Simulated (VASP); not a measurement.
Runs of VASP 6.6.1 on MgPb2N2. The structure is that of space group P-3m1 (No. 164), or close to it. The cells are those of the table. 

| cell | gap on the mesh (eV) | pressure (GPa) | largest force (eV/Å) |
| --- | --- | --- | --- |
| a = 3.286, b = 3.286, c = 9.841 Å, angles 90.0, 90.0, 120.0°, 5 atoms | 0.76 | -3.0 | 1.24 |
| a = 3.581, b = 3.581, c = 8.287 Å, angles 90.0, 90.0, 120.0°, 5 atoms | (b) | -3.7 | 0.86 |
| a = 3.487, b = 3.487, c = 8.736 Å, angles 90.0, 90.0, 120.0°, 5 atoms | - | -3.7 | 0.39 |
| a = 3.192, b = 3.192, c = 10.429 Å, angles 90.0, 90.0, 120.0°, 5 atoms | 0.04 | (a) | 2.12 |

Alike in all rows: task single point; level PBEsol; potentials or basis VASP PAW PBE potentials, release 64 (Mg, Pb_d, N); no spin polarisation; k mesh 12 × 12 × 4; cutoff (eV) 520; smearing gaussian 0.05 eV.

**Question.** Fill in the values left out.

**Answer.** (a) -1.9; (b) none.

Caveats: the PAW data sets were made with another functional, which shifts forces and pressure a little; spin-orbit coupling is left out, which moves the levels of the heavy elements; the cell stands under tension (at least some runs).

A k mesh can miss the band edges, and the runs leave out spin-orbit coupling on Pb.
